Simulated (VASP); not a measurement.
Write the native input for VASP 6.6.1 that does the following.

* Task: single point
* Functional: r2SCAN
* Dispersion: D3(BJ)
* Potentials or basis: VASP PAW PBE potentials, release 64 (Ti_sv, O)
* Cutoff: 520 eV
* k mesh: 6 × 5 × 6
* Occupations: fermi-dirac, width 0.05 eV
* Spin: no spin polarisation
* Dipole correction: no
* Further INCAR settings: ALGO = Normal; EDIFF = 1e-06; NBANDS = 60

Crystal: TiO2.

```
Ti O
1.0
     4.53423    0.00000    0.00000
     0.00000    5.49426    0.00000
     0.00000    0.00000    4.88231
Ti O
4 8
Direct
  0.00000 0.17561 0.75000
  0.50000 0.32439 0.25000
  0.00000 0.82439 0.25000
  0.50000 0.67561 0.75000
  0.27082 0.38255 0.91932
  0.77082 0.11745 0.08068
  0.22918 0.11745 0.41932
  0.72918 0.38255 0.58068
  0.27082 0.61745 0.41932
  0.77082 0.88255 0.58068
  0.22918 0.88255 0.91932
  0.72918 0.61745 0.08068
```

One way to write it, as run:

POSCAR

```
TiO2
1.0
    4.5342346759      0.0000000000      0.0000000000
    0.0000000000      5.4942564545      0.0000000000
    0.0000000000      0.0000000000      4.8823052893
Ti O
4 8
Direct
    0.0000000000      0.1756100691      0.7500000000
    0.5000000000      0.3243899309      0.2500000000
    0.0000000000      0.8243899309      0.2500000000
    0.5000000000      0.6756100691      0.7500000000
    0.2708245592      0.3825463956      0.9193214048
    0.7708245592      0.1174536044      0.0806785952
    0.2291754408      0.1174536044      0.4193214048
    0.7291754408      0.3825463956      0.5806785952
    0.2708245592      0.6174536044      0.4193214048
    0.7708245592      0.8825463956      0.5806785952
    0.2291754408      0.8825463956      0.9193214048
    0.7291754408      0.6174536044      0.0806785952
```

INCAR.step1

```
SYSTEM = TiO2
PREC = Accurate
ENCUT = 520
ISMEAR = -1
SIGMA = 0.05
LREAL = .False.
LASPH = .True.
NELM = 60
NBANDS = 60
GGA = PE
ALGO = Normal
EDIFF = 1E-4
LWAVE = .True.
LCHARG = .False.
```

INCAR.step2

```
SYSTEM = TiO2
PREC = Accurate
ENCUT = 520
EDIFF = 1E-6
ISMEAR = -1
SIGMA = 0.05
LREAL = .False.
LASPH = .True.
NELM = 60
ALGO = Normal
ISIF = 2
LWAVE = .False.
LCHARG = .False.
METAGGA = R2SCAN
LMIXTAU = .True.
IVDW = 12
VDW_S6 = 1.0
VDW_S8 = 0.78981345
VDW_A1 = 0.49484001
VDW_A2 = 5.73083694
NBANDS = 60
ISTART = 1
```

KPOINTS

```
regular mesh
0
Gamma
  6 5 6
  0 0 0
```

Potentials or basis: VASP PAW PBE potentials, release 64 (Ti_sv, O).

Launch:

```bash
$ cat potpaw_PBE.64/Ti_sv/POTCAR potpaw_PBE.64/O/POTCAR > POTCAR
$ cp INCAR.step1 INCAR
$ mpirun -np 1 vasp_std > vasp.out
$ cp INCAR.step2 INCAR
$ mpirun -np 1 vasp_std > vasp.out
```

Results of the run:

| Item | Value |
| --- | --- |
| Pressure | 1.4 GPa |
| Largest force | 0.106 eV/Å |
| Band gap on the k mesh | 3.09 eV (least direct gap 3.12 eV) |
| Dispersion energy per atom | -0.120 eV |

Caveat: the PAW data sets were made with another functional, which shifts forces and pressure a little; an odd mesh through Γ misses points on the zone boundary, where band edges can lie.

Run time: 8.4 min on 1 thread of Intel(R) Xeon(R) 6975P-C (Granite Rapids), on a shared host, peak memory 0.4 GiB.
